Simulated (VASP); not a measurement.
A run of VASP 6.6.1 is set up as follows.

The input POSCAR:

```
MgO
1.0
    0.0000000000      2.1021674155      2.0180807188
    2.1021674155      0.0000000000      2.0180807188
    2.1021674155      2.1021674155      0.0000000000
Mg O
1 1
Direct
    0.0000000000      0.0000000000      0.0000000000
    0.5000000000      0.5000000000      0.5000000000
```

INCAR.step1

```
SYSTEM = MgO
PREC = Accurate
ENCUT = 520
ISMEAR = 0
SIGMA = 0.01
LREAL = .False.
LASPH = .True.
NELM = 60
NBANDS = 11
GGA = PE
ALGO = Normal
EDIFF = 1E-4
LWAVE = .True.
LCHARG = .False.
```

The input INCAR.step2:

```
SYSTEM = MgO
PREC = Accurate
ENCUT = 520
EDIFF = 1E-6
ISMEAR = 0
SIGMA = 0.01
LREAL = .False.
LASPH = .True.
NELM = 60
ALGO = Normal
ISIF = 2
LWAVE = .False.
LCHARG = .True.
METAGGA = R2SCAN
LMIXTAU = .True.
LELF = .True.
LVHAR = .True.
NBANDS = 11
ISTART = 1
```

The input KPOINTS:

```
Automatic mesh
0
Gamma
  10 10 10
  0 0 0
```

Potentials or basis: VASP PAW PBE potentials, release 64 (Mg, O).

Run with:

```bash
$ cat potpaw_PBE.64/Mg/POTCAR potpaw_PBE.64/O/POTCAR > POTCAR
$ cp INCAR.step1 INCAR
$ mpirun -np 1 vasp_std > vasp.out
$ cp INCAR.step2 INCAR
$ mpirun -np 1 vasp_std > vasp.out
```

Problem. Estimate the band gap on the k mesh.

Solution. 6.04 eV.

Problem. What does it give for the pressure?

Solution. 6.9 GPa.

Stress tensor (GPa, compression positive):
```
 2.95  0.00  0.00
 0.00  2.95  0.00
 0.00  0.00 14.88
```

Caveat: the cell differs from its parent crystal (uniaxial z strain -4.0%); the cell stands under pressure; the PAW data sets were made with another functional, which shifts forces and pressure a little.
